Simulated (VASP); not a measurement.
# Ta (Im-3m) in VASP: a series of runs, part 2 of 2

VASP 6.6.1.

### 3 Single point, HSE06

This run uses another cell than the first one, of 16.93 Å³/atom, 0.940 times its volume.

File POSCAR:

```
Ta
1.0
   -1.6175709496      1.6175709496      1.6175709496
    1.6175709496     -1.6175709496      1.6175709496
    1.6175709496      1.6175709496     -1.6175709496
Ta
1
Direct
    0.0000000000      0.0000000000      0.0000000000
```

File INCAR.step1:

```
PREC     = Accurate       # precision mode
ENCUT    = 520            # plane-wave cutoff, eV
EDIFF    = 1E-5           # SCF threshold, eV
ISMEAR   = -1             # smearing method
SIGMA    = 0.05           # smearing width, eV
LREAL    = False          # projectors in reciprocal space
LASPH    = True           # aspherical terms in the spheres
NELM     = 60             # most SCF steps
ALGO     = Normal         # electronic algorithm
ISIF     = 2              # what is computed and relaxed
LWAVE    = True           # write WAVECAR
LCHARG   = False          # write CHGCAR
NBANDS   = 12             # bands
GGA      = PE             # functional
```

File INCAR.step2:

```
PREC     = Accurate       # precision mode
ENCUT    = 520            # plane-wave cutoff, eV
EDIFF    = 1E-6           # SCF threshold, eV
ISMEAR   = -1             # smearing method
SIGMA    = 0.05           # smearing width, eV
LREAL    = False          # projectors in reciprocal space
LASPH    = True           # aspherical terms in the spheres
NELM     = 60             # most SCF steps
ALGO     = Normal         # electronic algorithm
ISIF     = 2              # what is computed and relaxed
LWAVE    = False          # write WAVECAR
LCHARG   = False          # write CHGCAR
GGA      = PE             # functional
LHFCALC  = True           # exact exchange
HFSCREEN = 0.2079         # screening, 1/A
PRECFOCK = Normal       
NBANDS   = 12             # bands
ISTART   = 1
```

File KPOINTS:

```
Automatic mesh
0
Gamma
  6 6 6
```

Potentials or basis: VASP PAW PBE potentials, release 64 (Ta_pv).

Started as:

```console
$ cat potpaw_PBE.64/Ta_pv/POTCAR > POTCAR
$ cp INCAR.step1 INCAR
$ mpirun -np 1 vasp_std > vasp.out
$ cp INCAR.step2 INCAR
$ mpirun -np 1 vasp_std > vasp.out
```

OUTCAR:

```text
PREC = Accurate
   ENCUT = 520
   EDIFF = 1E-6
   ISMEAR = -1
   LREAL = False
   LASPH = True
   NELM = 60
   ISIF = 2
   GGA = PE
   LHFCALC = True
   HFSCREEN = 0.2079
   PRECFOCK = Normal
   ISTART = 1

 ion  position               nearest neighbor table
   1  0.000  0.000  0.000-

  LATTYP: Found a body centered cubic cell.
 ALAT       =     3.2351418992

  Lattice vectors:

 A1 = (  -1.6175709496,   1.6175709496,   1.6175709496)
 A2 = (   1.6175709496,  -1.6175709496,   1.6175709496)
 A3 = (   1.6175709496,   1.6175709496,  -1.6175709496)

Analysis of symmetry for initial positions (statically):
=====================================================================
 Subroutine PRICEL returns:
 Original cell was already a primitive cell.

 Routine SETGRP: Setting up the symmetry group for a
 body centered cubic supercell.

 Subroutine GETGRP returns: Found 48 space group operations
 (whereof 48 operations were pure point group operations)
 out of a pool of 48 trial point group operations.

The static configuration has the point symmetry O_h .

Analysis of symmetry for dynamics (positions and initial velocities):
=====================================================================
 Subroutine PRICEL returns:
 Original cell was already a primitive cell.

 Routine SETGRP: Setting up the symmetry group for a
 body centered cubic supercell.

 Subroutine GETGRP returns: Found 48 space group operations
 (whereof 48 operations were pure point group operations)
 out of a pool of 48 trial point group operations.

The dynamic configuration has the point symmetry O_h .

 Subroutine INISYM returns: Found 48 space group operations
 (whereof 48 operations are pure point group operations),
 and found     1 'primitive' translations

[... 112 lines left out ...]
   NKREDX  =     1    reduce k-point grid by
   NKREDY  =     1    reduce k-point grid by
   NKREDZ  =     1    reduce k-point grid by
   AEXX    =    0.2500 exact exchange contribution
   HFSCREEN=    0.2079 screening length (either q_TF or 0.3 A-1)
   HFSCREENC=   0.2079 screening length for correlation (either q_TF or 0.3 A-1)
   ENCUTFOCK=  -1.0 apply spherical cutoff to Coloumb kernel
   IVDW    =     0    specifies the selected vdW correction
   LEPSILON=     F    determine dielectric tensor
   LRPA    =     F    only Hartree local field effects (RPA)
 non-spin polarized calculation
  energy-cutoff  :      520.00
  volume of cell :       16.93
 maximum number of plane-waves:       468
 NGX is ok and might be reduce to    24
  NGX = 16; NGY = 16; NGZ = 16

 number of electron      10.9999998 magnetization

 Free energy of the ion-electron system (eV)
  ---------------------------------------------------
  ext. energy  EPLUGINS =         0.00000000
  ---------------------------------------------------
  free energy    TOTEN  =       -13.37129601 eV

  energy without entropy =      -13.35453024  energy(sigma->0) =      -13.36291312

 E-fermi :   5.6833     XC(G=0): -10.5676

 val. band max:        5.6187448200   @ k =   0.3333   0.1667   0.0000
 cond. band min:       5.7651230185   @ k =   0.3333   0.0000   0.0000
 fundamental gap:      0.1463781985
 Fermi energy:         5.6832559049

 k-point     1 :       0.0000    0.0000    0.0000
  band No.  band energies     occupation
      1     -29.4099      2.00000
      2     -29.4099      2.00000
      3     -29.4099      2.00000
      4      -3.4711      2.00000
      5       6.9807      0.00000
      6       6.9807      0.00000
      7       6.9807      0.00000
      8      10.8557      0.00000
      9      10.8557      0.00000
     10      22.1076      0.00000
     11      22.1076      0.00000
     12      22.1076      0.00000
[... 211 lines left out ...]
 k-point    16 :       0.5000    0.5000    0.5000
  band No.  band energies     occupation
      1     -30.4890      2.00000
      2     -30.4890      2.00000
      3     -30.4890      2.00000
      4       0.9833      2.00000
      5       0.9834      2.00000
      6      14.0223      0.00000
      7      14.0223      0.00000
      8      14.0223      0.00000
      9      15.7971      0.00000
     10      15.7971      0.00000
     11      15.7971      0.00000
     12      22.6939      0.00000

------------------------ aborting loop because EDIFF is reached ----------------------------------------

  FORCE on cell =-STRESS in cart. coord.  units (eV):
  Direction    XX          YY          ZZ          XY          YZ          ZX
  --------------------------------------------------------------------------------------
  -------------------------------------------------------------------------------------
  Total        1.9022105      1.9022105      1.9022105      0.0000000      0.0000000     -0.0000000
  in kB      180.0193321    180.0193321    180.0193321      0.0000000      0.0000000     -0.0000000
  external PRESSURE =     180.0193321 kB  Pullay stress =       0.0000000 kB

 VOLUME and BASIS-vectors are now :
 -----------------------------------------------------------------------------
  energy-cutoff  :      520.00
  volume of cell :       16.93
      direct lattice vectors                 reciprocal lattice vectors
    -1.617570950  1.617570950  1.617570950     0.000000000  0.309105452  0.309105452
     1.617570950 -1.617570950  1.617570950     0.309105452  0.000000000  0.309105452
     1.617570950  1.617570950 -1.617570950     0.309105452  0.309105452  0.000000000

 POSITION                                       TOTAL-FORCE (eV/Angst)
 -----------------------------------------------------------------------------------
      0.00000      0.00000      0.00000        -0.000000      0.000000     -0.000000
 -----------------------------------------------------------------------------------
    total drift:                                0.000000     -0.000000     -0.000000

  FREE ENERGIE OF THE ION-ELECTRON SYSTEM (eV)
  ---------------------------------------------------
  free  energy   TOTEN  =       -13.3712960097 eV

  energy  without entropy=      -13.3545302362  energy(sigma->0) =      -13.36291312
```

Run time: 7.3 min. Hardware: 1 thread of Intel Xeon Platinum 8259CL at 2.50GHz (Skylake/Cascade Lake), shared host; peak memory 0.25 GiB.

What came out:

```
Free energy : -13.3713 eV
Pressure    : 18.0 GPa
```

Caveat: the k points lie up to 0.46 Å⁻¹ apart; the PAW data sets were made with another functional, which shifts forces and pressure a little; spin-orbit coupling is left out, which moves the levels of the heavy elements.

### 4 Single point, PBE0

This run uses another cell than the first one, of 16.93 Å³/atom, 0.940 times its volume.

POSCAR is that of step 3.

File INCAR.step1:

```
SYSTEM = Ta
PREC = Accurate
ENCUT = 520
EDIFF = 1E-5
ISMEAR = -1
SIGMA = 0.05
LREAL = .False.
LASPH = .True.
NELM = 100
ALGO = Normal
ISIF = 2
LWAVE = .True.
LCHARG = .False.
NBANDS = 12
GGA = PE
```

File INCAR.step2:

```
SYSTEM = Ta
PREC = Accurate
ENCUT = 520
EDIFF = 1E-7
ISMEAR = -1
SIGMA = 0.05
LREAL = .False.
LASPH = .True.
NELM = 100
ALGO = Normal
ISIF = 2
LWAVE = .False.
LCHARG = .False.
GGA = PE
LHFCALC = .True.
AEXX = 0.25
PRECFOCK = Normal
NBANDS = 12
ISTART = 1
```

File KPOINTS:

```
regular mesh
0
Gamma
  6 6 6
  0 0 0
```

Potentials or basis: VASP PAW PBE potentials, release 64 (Ta_pv).

Started as:

```console
$ cat potpaw_PBE.64/Ta_pv/POTCAR > POTCAR
$ cp INCAR.step1 INCAR
$ mpirun -np 1 vasp_std > vasp.out
$ cp INCAR.step2 INCAR
$ mpirun -np 1 vasp_std > vasp.out
```

OUTCAR:

```text
SYSTEM = Ta
   PREC = Accurate
   ENCUT = 520
   EDIFF = 1E-7
   ISMEAR = -1
   LREAL = .False.
   LASPH = .True.
   NELM = 100
   ISIF = 2
   GGA = PE
   LHFCALC = .True.
   AEXX = 0.25
   PRECFOCK = Normal
   ISTART = 1

 ion  position               nearest neighbor table
   1  0.000  0.000  0.000-

  LATTYP: Found a body centered cubic cell.
 ALAT       =     3.2351418992

  Lattice vectors:

 A1 = (  -1.6175709496,   1.6175709496,   1.6175709496)
 A2 = (   1.6175709496,  -1.6175709496,   1.6175709496)
 A3 = (   1.6175709496,   1.6175709496,  -1.6175709496)

Analysis of symmetry for initial positions (statically):
=====================================================================
 Subroutine PRICEL returns:
 Original cell was already a primitive cell.

 Routine SETGRP: Setting up the symmetry group for a
 body centered cubic supercell.

 Subroutine GETGRP returns: Found 48 space group operations
 (whereof 48 operations were pure point group operations)
 out of a pool of 48 trial point group operations.

The static configuration has the point symmetry O_h .

Analysis of symmetry for dynamics (positions and initial velocities):
=====================================================================
 Subroutine PRICEL returns:
 Original cell was already a primitive cell.

 Routine SETGRP: Setting up the symmetry group for a
 body centered cubic supercell.

 Subroutine GETGRP returns: Found 48 space group operations
 (whereof 48 operations were pure point group operations)
 out of a pool of 48 trial point group operations.

The dynamic configuration has the point symmetry O_h .

 Subroutine INISYM returns: Found 48 space group operations
 (whereof 48 operations are pure point group operations),
 and found     1 'primitive' translations

----------------------------------------------------------------------------------------
[... 115 lines left out ...]
   HFSCREEN=    0.0000 screening length (either q_TF or 0.3 A-1)
   HFSCREENC=   0.0000 screening length for correlation (either q_TF or 0.3 A-1)
   ENCUTFOCK=  -1.0 apply spherical cutoff to Coloumb kernel
   IVDW    =     0    specifies the selected vdW correction
   LEPSILON=     F    determine dielectric tensor
   LRPA    =     F    only Hartree local field effects (RPA)
 non-spin polarized calculation
  energy-cutoff  :      520.00
  volume of cell :       16.93
 maximum number of plane-waves:       468
 NGX is ok and might be reduce to    24
  NGX = 16; NGY = 16; NGZ = 16

 number of electron      10.9999998 magnetization

 Free energy of the ion-electron system (eV)
  ---------------------------------------------------
  ext. energy  EPLUGINS =         0.00000000
  ---------------------------------------------------
  free energy    TOTEN  =       -14.50621321 eV

  energy without entropy =      -14.49507449  energy(sigma->0) =      -14.50064385

 E-fermi :   5.4532     XC(G=0): -10.1593

 val. band max:        5.3784970664   @ k =   0.3333   0.1667   0.0000
 cond. band min:       6.0366841575   @ k =   0.3333   0.0000   0.0000
 fundamental gap:      0.6581870911
 Fermi energy:         5.4532369080

 k-point     1 :       0.0000    0.0000    0.0000
  band No.  band energies     occupation
      1     -29.8011      2.00000
      2     -29.8011      2.00000
      3     -29.8011      2.00000
      4      -3.9049      2.00000
      5       7.4027      0.00000
      6       7.4027      0.00000
      7       7.4027      0.00000
      8      11.2821      0.00000
      9      11.2821      0.00000
     10      22.5082      0.00000
     11      22.5082      0.00000
     12      22.5082      0.00000
[... 211 lines left out ...]
 k-point    16 :       0.5000    0.5000    0.5000
  band No.  band energies     occupation
      1     -30.8856      2.00000
      2     -30.8856      2.00000
      3     -30.8856      2.00000
      4       0.5648      2.00000
      5       0.5648      2.00000
      6      14.4538      0.00000
      7      14.4538      0.00000
      8      14.4538      0.00000
      9      16.1980      0.00000
     10      16.1980      0.00000
     11      16.1980      0.00000
     12      23.1556      0.00000

------------------------ aborting loop because EDIFF is reached ----------------------------------------

  FORCE on cell =-STRESS in cart. coord.  units (eV):
  Direction    XX          YY          ZZ          XY          YZ          ZX
  --------------------------------------------------------------------------------------
  -------------------------------------------------------------------------------------
  Total        1.9026781      1.9026781      1.9026781     -0.0000000      0.0000000     -0.0000000
  in kB      180.0635896    180.0635896    180.0635896     -0.0000000      0.0000000     -0.0000000
  external PRESSURE =     180.0635896 kB  Pullay stress =       0.0000000 kB

 VOLUME and BASIS-vectors are now :
 -----------------------------------------------------------------------------
  energy-cutoff  :      520.00
  volume of cell :       16.93
      direct lattice vectors                 reciprocal lattice vectors
    -1.617570950  1.617570950  1.617570950     0.000000000  0.309105452  0.309105452
     1.617570950 -1.617570950  1.617570950     0.309105452  0.000000000  0.309105452
     1.617570950  1.617570950 -1.617570950     0.309105452  0.309105452  0.000000000

 POSITION                                       TOTAL-FORCE (eV/Angst)
 -----------------------------------------------------------------------------------
      0.00000      0.00000      0.00000        -0.000000     -0.000000     -0.000000
 -----------------------------------------------------------------------------------
    total drift:                               -0.000000     -0.000000     -0.000000

  FREE ENERGIE OF THE ION-ELECTRON SYSTEM (eV)
  ---------------------------------------------------
  free  energy   TOTEN  =       -14.5062132098 eV

  energy  without entropy=      -14.4950744871  energy(sigma->0) =      -14.50064385
```

OSZICAR.step1:

```text
N       E                     dE             d eps       ncg     rms          rms(c)
DAV:   1     0.561722795252E+02    0.56172E+02   -0.59229E+03   384   0.873E+02
DAV:   2    -0.110294943741E+02   -0.67202E+02   -0.65672E+02   428   0.240E+02
DAV:   3    -0.120854656999E+02   -0.10560E+01   -0.10420E+01   428   0.280E+01
DAV:   4    -0.120877845082E+02   -0.23188E-02   -0.23187E-02   448   0.151E+00
DAV:   5    -0.120877908532E+02   -0.63450E-05   -0.63447E-05   452   0.742E-02    0.149E+01
DAV:   6    -0.117595103922E+02    0.32828E+00   -0.25640E-01   448   0.551E+00    0.748E+00
DAV:   7    -0.116624488701E+02    0.97062E-01   -0.21775E-01   440   0.488E+00    0.562E-01
DAV:   8    -0.116616666125E+02    0.78226E-03   -0.77376E-03   400   0.594E-01    0.454E-01
DAV:   9    -0.116613861862E+02    0.28043E-03   -0.11862E-03   428   0.352E-01    0.289E-02
DAV:  10    -0.116613786047E+02    0.75815E-05   -0.15793E-05   304   0.408E-02
   1 F= -.11661379E+02 E0= -.11646585E+02  d E =-.295868E-01
```

Run time: 11 min. Hardware: 1 thread of Intel Xeon Platinum 8259CL at 2.50GHz (Skylake/Cascade Lake), shared host; peak memory 0.15 GiB.

What came out:

```
Free energy : -14.5062 eV
Pressure    : 18.0 GPa
```

Caveat: the k points lie up to 0.46 Å⁻¹ apart; the PAW data sets were made with another functional, which shifts forces and pressure a little; spin-orbit coupling is left out, which moves the levels of the heavy elements.

### 5 Single point, HSE06

This run uses another cell than the first one, of 17.29 Å³/atom, 0.960 times its volume.

File POSCAR:

```
Ta
1.0
   -1.6289626696      1.6289626696      1.6289626696
    1.6289626696     -1.6289626696      1.6289626696
    1.6289626696      1.6289626696     -1.6289626696
Ta
1
Direct
    0.0000000000      0.0000000000      0.0000000000
```

File INCAR.step1:

```
SYSTEM = Ta
  ALGO = Normal
  EDIFF = 1E-5
  ENCUT = 520
  GGA = PE
  ISIF = 2
  ISMEAR = -1
  LASPH = .True.
  LCHARG = .False.
  LREAL = .False.
  LWAVE = .True.
  NBANDS = 12
  NELM = 60
  PREC = Accurate
  SIGMA = 0.05
```

File INCAR.step2:

```
SYSTEM = Ta
  ALGO = Normal
  EDIFF = 1E-6
  ENCUT = 520
  GGA = PE
  HFSCREEN = 0.2079
  ISIF = 2
  ISMEAR = -1
  ISTART = 1
  LASPH = .True.
  LCHARG = .False.
  LHFCALC = .True.
  LREAL = .False.
  LWAVE = .False.
  NBANDS = 12
  NELM = 60
  PREC = Accurate
  PRECFOCK = Normal
  SIGMA = 0.05
```

File KPOINTS:

```
k-points
0
Gamma
  6 6 6
  0 0 0
```

Started as:

```console
$ cat potpaw_PBE.64/Ta_pv/POTCAR > POTCAR
$ cp INCAR.step1 INCAR
$ mpirun -np 1 vasp_std > vasp.out
$ cp INCAR.step2 INCAR
$ mpirun -np 1 vasp_std > vasp.out
```

Wall time 6.8 min (1 thread of Intel Xeon Platinum 8259CL at 2.50GHz (Skylake/Cascade Lake), shared host); peak memory 0.24 GiB.

Results (log left out):

```yaml
Free_energy: -13.4055 eV
Pressure: 12.6 GPa
```

Levels at points of the mesh, in eV from the Fermi level:
```
           k point  band 2  band 3  band 4  band 5  band 6  band 7  band 8  band 9
(0.00, 0.00, 0.00)  -35.16  -35.16   -9.04    1.33    1.33    1.33    5.12    5.12
(0.50, 0.00, 0.00)  -35.62  -35.17   -5.09   -1.77    1.76    5.00    6.11    9.28
(0.50, 0.50, 0.50)  -36.17  -36.17   -4.52   -4.52    8.18    8.18    8.18    9.93
```

Caveat: the k points lie up to 0.45 Å⁻¹ apart; the PAW data sets were made with another functional, which shifts forces and pressure a little; spin-orbit coupling is left out, which moves the levels of the heavy elements.

### 6 Overview

| level | cell | screening parameter | gap on the mesh (eV) | pressure (GPa) |
| --- | --- | --- | --- | --- |
| PBE0 | a = 2.860 Å, angles 109.5°, 1 atom | - | none | 3.5 |
| HSE06 | a = 2.802 Å, angles 109.5°, 1 atom | 0.2079 1/Å | none | 18.0 |
| PBE0 | a = 2.802 Å, angles 109.5°, 1 atom | - | none | 18.0 |
| HSE06 | a = 2.821 Å, angles 109.5°, 1 atom | 0.2079 1/Å | none | 12.6 |

Alike in all rows: task single point; potentials or basis VASP PAW PBE potentials, release 64 (Ta_pv); no spin polarisation; k mesh 6 × 6 × 6; cutoff (eV) 520; smearing fermi-dirac 0.05 eV.

Caveats: all runs use coarse meshes; the PAW data sets were made with another functional, which shifts forces and pressure a little; spin-orbit coupling is left out, which moves the levels of the heavy elements.

Total energies depend on the potentials used, so only differences within one code and one set of settings carry meaning.
